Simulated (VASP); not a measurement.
Sn:

```
Sn
1.0
     0.00000    3.28446    3.28446
     3.28446    0.00000    3.28446
     3.28446    3.28446    0.00000
Sn
2
Cartesian
  0.0000 0.0000 0.0000
  1.6422 1.6422 1.6422
```

Base run:

- Program: VASP 6.6.1
- Functional: PBE
- Potentials or basis: VASP PAW PBE potentials, release 64 (Sn_d)
- Cutoff: 520 eV
- k mesh: 6 × 6 × 6
- Occupations: fermi-dirac, width 0.02 eV
- Spin: no spin polarisation

Its results: band gap on the k mesh zero (band 14 reaches 5.36 eV, above the bottom of band 15 at 5.19 eV); pressure 1.5 GPa.

**Question.** The run is repeated on the same cell with these changes: functional from PBE to HSE06; k mesh from 6 × 6 × 6 to 4 × 4 × 4. What comes out?

**Answer.** Band gap on the k mesh zero (filled and empty bands touch); pressure 0.2 GPa.

Several settings changed at once, so the effect can't be laid on one alone.

Caveats: some runs use coarse meshes; spin-orbit coupling is left out, which moves the levels of the heavy elements; the PAW data sets were made with another functional, which shifts forces and pressure a little (some runs).
